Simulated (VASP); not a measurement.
# LiAl12 in VASP: a series of runs

Runs on LiAl12. Level: PBEsol. Tasks: single point, relaxation of the atoms.

Program: VASP 6.6.1. These are calculated values, not measurements. Logs are shortened: lines on timing, memory, paths and dates and some standing lists are left out, and cuts for length are marked.

## 1. The cell of the first run

The cell holds a slab with vacuum, 13 atoms: a = 5.728 Å, b = 5.728 Å, c = 16.677 Å, α = 90.00°, β = 90.00°, γ = 60.00°.

## 2. Single point, PBEsol

INCAR reads:

```
PREC = Accurate
ENCUT = 520
EDIFF = 1E-6
ISMEAR = -1
SIGMA = 0.15
LREAL = False
LASPH = True
NELM = 60
ALGO = Normal
ISIF = 2
LWAVE = False
LCHARG = True
GGA = PS
LELF = True
LVHAR = True
NBANDS = 32
```

KPOINTS reads:

```
Automatic mesh
0
Gamma
  3 3 1
```

POSCAR reads:

```
LiAl12
1.0
    5.7275651202      0.0000002887      0.0000000000
    2.8637823101      4.9602170403      0.0000000000
    0.0000000000      0.0000000000     16.6765370000
Al Li
12 1
Direct
    0.1666666567      0.1666666717      0.0599644900
    0.6666666717      0.1666666717      0.0599644900
    0.1666666667      0.6666666667      0.0599644900
    0.6666666717      0.6666666567      0.0599644900
   -0.1666666667      0.3333333333      0.1972358882
    0.3346577106      0.3306845788      0.1975554623
   -0.1693154212      0.8346577106      0.1975554623
    0.3346577106      0.8346577106      0.1975554623
    0.0038200523     -0.0076401047      0.3327588549
    0.5000000000      0.0000000000      0.3400723247
    0.0038200523      0.5038200523      0.3327588549
    0.4923598953      0.5038200523      0.3327588549
    0.8333333333      0.3333333333      0.4567262821
```

Potentials or basis: VASP PAW PBE potentials, release 64 (Al, Li_sv).

The run is started by

```bash
cat potpaw_PBE.64/Al/POTCAR potpaw_PBE.64/Li_sv/POTCAR > POTCAR
mpirun -np 1 vasp_std > vasp.out
```

OUTCAR:

```text
PREC = Accurate
   ENCUT = 520
   EDIFF = 1E-6
   ISMEAR = -1
   LREAL = False
   LASPH = True
   NELM = 60
   ISIF = 2
   GGA = PS

 ion  position               nearest neighbor table
   1  0.167  0.167  0.060-   5 2.82   6 2.82   8 2.82   2 2.86   4 2.86   3 2.86   3 2.86   2 2.86
                             4 2.86
   2  0.667  0.167  0.060-   5 2.82   6 2.82   7 2.82   1 2.86   4 2.86   3 2.86   3 2.86   1 2.86
                             4 2.86
   3  0.167  0.667  0.060-   8 2.84   7 2.84   6 2.84   4 2.86   4 2.86   2 2.86   2 2.86   1 2.86
                             1 2.86
   4  0.667  0.667  0.060-   5 2.82   7 2.82   8 2.82   1 2.86   2 2.86   3 2.86   3 2.86   1 2.86
                             2 2.86
   5  0.833  0.333  0.197-  12 2.82  11 2.82   9 2.82   2 2.82   1 2.82   4 2.82   6 2.86   7 2.86
                             8 2.86   8 2.86   6 2.86   7 2.86
   6  0.335  0.331  0.198-  12 2.79  11 2.79   1 2.82   2 2.82   3 2.84   7 2.84   8 2.84   5 2.86
                             5 2.86   7 2.89   8 2.89  10 2.89
   7  0.831  0.835  0.198-   9 2.79  11 2.79   4 2.82   2 2.82   3 2.84   8 2.84   6 2.84   5 2.86
                             5 2.86   8 2.89   6 2.89  10 2.89
   8  0.335  0.835  0.198-   9 2.79  12 2.79   4 2.82   1 2.82   3 2.84   7 2.84   6 2.84   5 2.86
                             5 2.86   7 2.89   6 2.89  10 2.89
   9  0.004  0.992  0.333-  13 2.67   7 2.79   8 2.79  12 2.80  11 2.80   5 2.82  10 2.87  10 2.87
                            12 2.93  11 2.93
  10  0.500  0.000  0.340-   9 2.87  12 2.87  11 2.87  11 2.87   9 2.87  12 2.87   7 2.89   8 2.89
                             6 2.89
  11  0.004  0.504  0.333-  13 2.67   6 2.79   7 2.79  12 2.80   9 2.80   5 2.82  10 2.87  10 2.87
                            12 2.93   9 2.93
  12  0.492  0.504  0.333-  13 2.67   6 2.79   8 2.79  11 2.80   9 2.80   5 2.82  10 2.87  10 2.87
                            11 2.93   9 2.93
  13  0.833  0.333  0.457-  12 2.67  11 2.67   9 2.67

  LATTYP: Found a hexagonal cell.
 ALAT       =     5.7275651202
 C/A-ratio  =     2.9116276550

  Lattice vectors:

 A1 = (  -2.8637823101,  -4.9602170403,   0.0000000000)
 A2 = (   5.7275651202,   0.0000002887,   0.0000000000)
 A3 = (   0.0000000000,   0.0000000000,  16.6765370000)

Analysis of symmetry for initial positions (statically):
=====================================================================
 Subroutine PRICEL returns:
 Original cell was already a primitive cell.

 Routine SETGRP: Setting up the symmetry group for a
 hexagonal supercell.

 Subroutine GETGRP returns: Found  6 space group operations
 (whereof  2 operations were pure point group operations)
[... 134 lines left out ...]
   EFERMI_NEDOS =   21; number of points for ismear=-14 and -15
   IALGO  =     38    algorithm
   IMIX   =      4    mixing-type and parameters
     AMIX     =   0.40;   BMIX     =  1.00
     AMIX_MAG =   1.60;   BMIX_MAG =  1.00
  volume/ion in A,a.u.               =      36.44       245.94
  Fermi-wavevector in a.u.,A,eV,Ry     =   0.712149  1.345766  6.900278  0.507156
  Thomas-Fermi vector in A             =   1.799448
   LORBIT       =      0    0 simple, 1 ext, 2 COOP (PROOUT), +10 PAW based schemes
   GGA     = PS    functional components
   LHFCALC =     F    Hartree Fock is set to
   AEXX    =    0.0000 exact exchange contribution
   IVDW    =     0    specifies the selected vdW correction
   LEPSILON=     F    determine dielectric tensor
   LRPA    =     F    only Hartree local field effects (RPA)
 non-spin polarized calculation
  energy-cutoff  :      520.00
  volume of cell :      473.78
 maximum number of plane-waves:     12795
 NGX is ok and might be reduce to    42
   NGX = 21   NGY = 21   NGZ = 63

 number of electron      38.9999993 magnetization

 Free energy of the ion-electron system (eV)
  ---------------------------------------------------
  ext. energy  EPLUGINS =         0.00000000
  ---------------------------------------------------
  free energy    TOTEN  =       -48.42976032 eV

  energy without entropy =      -47.97423754  energy(sigma->0) =      -48.20199893

 E-fermi :   1.6110     XC(G=0):  -5.5974

 val. band max:        1.5808615386   @ k =   0.0000   0.0000   0.0000
 cond. band min:       1.6816995147   @ k =   0.0000   0.0000   0.0000
 fundamental gap:      0.1008379761
 Fermi energy:         1.6109524648

 k-point     1 :       0.0000    0.0000    0.0000
  band No.  band energies     occupation
      1     -45.6262      2.00000
      2      -8.8084      2.00000
      3      -7.0476      2.00000
      4      -4.4206      2.00000
      5      -2.9786      2.00000
      6      -2.9786      2.00000
[... 91 lines left out ...]
     30       4.7962      0.00000
     31       4.8885      0.00000
 [bands above 31 left out]

------------------------ aborting loop because EDIFF is reached ----------------------------------------

  FORCE on cell =-STRESS in cart. coord.  units (eV):
  Direction    XX          YY          ZZ          XY          YZ          ZX
  --------------------------------------------------------------------------------------
  -------------------------------------------------------------------------------------
  Total       -3.2636086     -3.2636086      0.0719607     -0.0000000      0.0000000     -0.0000000
  in kB      -11.0365179    -11.0365179      0.2433490     -0.0000000      0.0000000     -0.0000000
  external PRESSURE =      -7.2765623 kB  Pullay stress =       0.0000000 kB

 VOLUME and BASIS-vectors are now :
 -----------------------------------------------------------------------------
  energy-cutoff  :      520.00
  volume of cell :      473.78
      direct lattice vectors                 reciprocal lattice vectors
     5.727565120  0.000000289  0.000000000     0.174594266 -0.100802035  0.000000000
     2.863782310  4.960217040  0.000000000    -0.000000010  0.201604087  0.000000000
     0.000000000  0.000000000 16.676537000     0.000000000  0.000000000  0.059964488

 POSITION                                       TOTAL-FORCE (eV/Angst)
 -----------------------------------------------------------------------------------
      1.43189      0.82670      1.00000        -0.053169      0.030697     -0.020280
      4.29567      0.82670      1.00000         0.053169      0.030697     -0.020280
      2.86378      3.30681      1.00000         0.000000      0.000000      0.016818
      5.72756      3.30681      1.00000         0.000000     -0.061394     -0.020280
      5.72757      1.65341      3.28921         0.000000      0.000000     -0.000912
      2.86378      1.64027      3.29454         0.000000     -0.004069      0.006942
      7.14808      4.14008      3.29454        -0.003524      0.002035      0.006942
      4.30705      4.14008      3.29454         0.003524      0.002035      0.006942
      2.86378      4.92232      5.54927         0.000000     -0.015530     -0.001789
      2.86378      0.00000      5.67123         0.000000      0.000000      0.001679
      1.46471      2.49906      5.54927         0.013449      0.007765     -0.001789
      4.26285      2.49906      5.54927        -0.013449      0.007765     -0.001789
      5.72757      1.65341      7.61661         0.000000      0.000000      0.027796
 -----------------------------------------------------------------------------------
    total drift:                                0.000001      0.000001      0.000222

  FREE ENERGIE OF THE ION-ELECTRON SYSTEM (eV)
  ---------------------------------------------------
  free  energy   TOTEN  =       -48.4297603190 eV

  energy  without entropy=      -47.9742375370  energy(sigma->0) =      -48.20199893
```

OSZICAR:

```text
N       E                     dE             d eps       ncg     rms          rms(c)
DAV:   1     0.112642177279E+03    0.11264E+03   -0.12391E+04   192   0.899E+02
DAV:   2    -0.391345695494E+02   -0.15178E+03   -0.14460E+03   240   0.158E+02
DAV:   3    -0.499213255080E+02   -0.10787E+02   -0.10567E+02   304   0.369E+01
[... 13 lines left out ...]
DAV:  17    -0.484297468119E+02   -0.50309E-04   -0.26749E-05   224   0.139E-02    0.313E-03
DAV:  18    -0.484297561174E+02   -0.93055E-05   -0.66918E-06   184   0.703E-03    0.989E-04
DAV:  19    -0.484297583154E+02   -0.21981E-05   -0.77501E-07   200   0.278E-03    0.105E-03
DAV:  20    -0.484297601296E+02   -0.18141E-05   -0.55065E-07   168   0.198E-03    0.428E-04
DAV:  21    -0.484297603190E+02   -0.18940E-06   -0.85318E-08   184   0.114E-03
   1 F= -.48429760E+02 E0= -.48201999E+02  d E =-.455523E+00
```

stdout:

```text
POSCAR found type information on POSCAR AlLi
 POSCAR found :  2 types and      13 ions
 scaLAPACK will be used
 -----------------------------------------------------------------------------
|                                                                             |
|                                                                             |
|     You enforced a specific xc type in the INCAR file but a different       |
|     I HOPE YOU KNOW WHAT YOU ARE DOING!                                     |
|                                                                             |
 -----------------------------------------------------------------------------

 LDA part: xc-table for (Slater+PW92), standard interpolation
 POSCAR, INCAR and KPOINTS ok, starting setup
 FFT: planning ... GRIDC
 FFT: planning ... GRID_SOFT
 FFT: planning ... GRID
 WAVECAR not read
 entering main loop
```

It took 67 s on 1 thread of Intel Xeon 6975P-C (Granite Rapids), shared host; peak memory 0.6 GiB.

What came out:

* Free energy: -48.4298 eV
* Largest force: 0.065 eV/Å
* Band gap on the k mesh: zero (an odd number of electrons rules out a gap without spin polarisation)

Forces in eV/Å, atoms in the order of the input:
```
Al  -0.053  0.031 -0.020
Al   0.053  0.031 -0.020
Al   0.000  0.000  0.017
Al   0.000 -0.061 -0.020
Al   0.000  0.000 -0.001
Al   0.000 -0.004  0.007
Al  -0.004  0.002  0.007
Al   0.004  0.002  0.007
Al   0.000 -0.016 -0.002
Al   0.000  0.000  0.002
Al   0.013  0.008 -0.002
Al  -0.013  0.008 -0.002
Li   0.000  0.000  0.028
```

Levels at points of the mesh, in eV from the Fermi level:
```
           k point  band 16  band 17  band 18  band 19  band 20  band 21  band 22  band 23  band 24  band 25
(0.00, 0.00, 0.00)    -2.58    -2.58    -0.43    -0.43    -0.27    -0.10    -0.03    -0.03     0.07     1.68
```

Caveat: the k points lie up to 0.42 Å⁻¹ apart, too coarse for converged energies and pressures of a metal; the cutoff is under 1.25 times the usual one of these potentials, so pressure, stress and relaxed cells hold a basis-set (Pulay) error; the PAW data sets were made with another functional, which shifts forces and pressure a little.

## 3. Single point, PBEsol

INCAR reads:

```
SYSTEM = LiAl12
PREC = Accurate ; ENCUT = 520
EDIFF = 1E-7 ; ISMEAR = -1
SIGMA = 0.15 ; LREAL = .FALSE.
LASPH = .TRUE. ; NELM = 60
ALGO = Normal ; ISIF = 2
LWAVE = .FALSE. ; LCHARG = .FALSE.
GGA = PS ; NBANDS = 32
```

KPOINTS reads:

```
regular mesh
0
G
  3 3 1
  0 0 0
```

POSCAR reads:

```
LiAl12
1.0
    5.7275650000      0.0000000000      0.0000000000
    2.8637820000      4.9602170000      0.0000000000
    0.0000000000      0.0000000000     16.6765370000
Al Li
12 1
Direct
    0.1666666208      0.1666667003      0.0599644878
    0.6666667081      0.1666667003      0.0599644878
    0.1666666712      0.6666665995      0.0599644878
    0.6666667585      0.6666665995      0.0599644878
   -0.1666666712      0.3333334005      0.1972359129
    0.3346576793      0.3306845245      0.1975554637
   -0.1693153228      0.8346576370      0.1975554637
    0.3346577308      0.8346578386      0.1975554637
    0.0038200943     -0.0076401899      0.3327588336
    0.5000000873      0.0000000000      0.3400723424
    0.0038201366      0.5038200950      0.3327588336
    0.4923598564      0.5038200950      0.3327588336
    0.8333333288      0.3333334005      0.4567262976
```

Potentials or basis: VASP PAW PBE potentials, release 64 (Al, Li_sv).

The run is started by

```bash
cat potpaw_PBE.64/Al/POTCAR potpaw_PBE.64/Li_sv/POTCAR > POTCAR
mpirun -np 1 vasp_std > vasp.out
```

Run time: 75 s. Hardware: 1 thread of Intel Xeon 6975P-C (Granite Rapids), shared host; peak memory 0.61 GiB.

It converged, with:

```
Free energy            : -48.4298 eV
Largest force          : 0.065 eV/Å
Band gap on the k mesh : zero (an odd number of electrons rules out a gap without spin polarisation)
```

Forces in eV/Å, atoms in the order of the input:
```
Al  -0.053  0.031 -0.020
Al   0.053  0.031 -0.020
Al   0.000  0.000  0.017
Al   0.000 -0.061 -0.020
Al   0.000  0.000 -0.001
Al   0.000 -0.004  0.007
Al  -0.004  0.002  0.007
Al   0.004  0.002  0.007
Al   0.000 -0.016 -0.002
Al   0.000  0.000  0.002
Al   0.013  0.008 -0.002
Al  -0.013  0.008 -0.002
Li   0.000  0.000  0.028
```

Levels at points of the mesh, in eV from the Fermi level:
```tsv
k point	band 18	band 19	band 20	band 21	band 22	band 23
(0.00, 0.00, 0.00)	-0.43	-0.43	-0.27	-0.10	-0.03	-0.03
```

Caveat: the k points lie up to 0.42 Å⁻¹ apart, too coarse for converged energies and pressures of a metal; the cutoff is under 1.25 times the usual one of these potentials, so pressure, stress and relaxed cells hold a basis-set (Pulay) error; the PAW data sets were made with another functional, which shifts forces and pressure a little.

(Continued in part 2 of 2.)
